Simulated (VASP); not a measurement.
Write the native input for VASP 6.6.1 that does the following.

```yaml
Task: single point
Functional: PBE
Potentials_or_basis: VASP PAW PBE potentials, release 64 (Al, N)
Cutoff: 520 eV
k_mesh: 2 × 2 × 2, shifted
Occupations: gaussian, width 0.1 eV
Spin: no spin polarisation
Dipole_correction: no
Further_INCAR_settings: LREAL = Auto; ALGO = Normal; EDIFF = 1e-06; NBANDS = 46; ISYM = 0
```

The structure of AlN lies in POSCAR:

```
AlN
1.0
    3.3121157418      0.0000000000     -4.1875630000
    3.3121157418      0.0000000000      4.1875630000
    0.0000000000     -5.7367527454      0.0000000000
Al N
8 8
Direct
    0.8750000000      0.6250000000      0.1666666667
    0.6250000000      0.3750000000      0.6666666667
    0.3750000000      0.1250000000      0.1666666667
    0.1250000000      0.8750000000      0.6666666667
    0.3750000000      0.6250000000      0.3333333333
    0.1250000000      0.3750000000      0.8333333333
    0.8750000000      0.1250000000      0.3333333333
    0.6250000000      0.8750000000      0.8333333333
    0.1250000000      0.3750000000      0.1666666667
    0.8750000000      0.1250000000      0.6666666667
    0.6250000000      0.8750000000      0.1666666667
    0.3750000000      0.6250000000      0.6666666667
    0.1250000000      0.8750000000      0.3333333333
    0.8750000000      0.6250000000      0.8333333333
    0.6250000000      0.3750000000      0.3333333333
    0.3750000000      0.1250000000      0.8333333333
```

The input as run:

INCAR

```
PREC     = Accurate       # precision mode
ENCUT    = 520            # plane-wave cutoff, eV
EDIFF    = 1E-6           # SCF threshold, eV
ISMEAR   = 0              # smearing method
SIGMA    = 0.1            # smearing width, eV
LREAL    = Auto         
LASPH    = True           # aspherical terms in the spheres
NELM     = 60             # most SCF steps
ALGO     = Normal         # electronic algorithm
ISIF     = 2              # what is computed and relaxed
LWAVE    = False          # write WAVECAR
LCHARG   = False          # write CHGCAR
GGA      = PE             # functional
ISYM     = 0            
NBANDS   = 46             # bands
```

KPOINTS

```
Automatic mesh
0
Gamma
  2 2 2
  0.5 0.5 0.5
```

Potentials or basis: VASP PAW PBE potentials, release 64 (Al, N).

Command:

```bash
$ cat potpaw_PBE.64/Al/POTCAR potpaw_PBE.64/N/POTCAR > POTCAR
$ mpirun -np 1 vasp_std > vasp.out
```

It gave:

```json
{"Pressure": "0.1 GPa", "Largest force": "0.008 eV/Å", "Band gap on the k mesh": "5.42 eV"}
```

Caveat: the k points lie up to 0.60 Å⁻¹ apart.

It took 19 s on 1 thread of Intel(R) Xeon(R) 6975P-C (Granite Rapids) (shared host), peak memory 0.25 GiB.
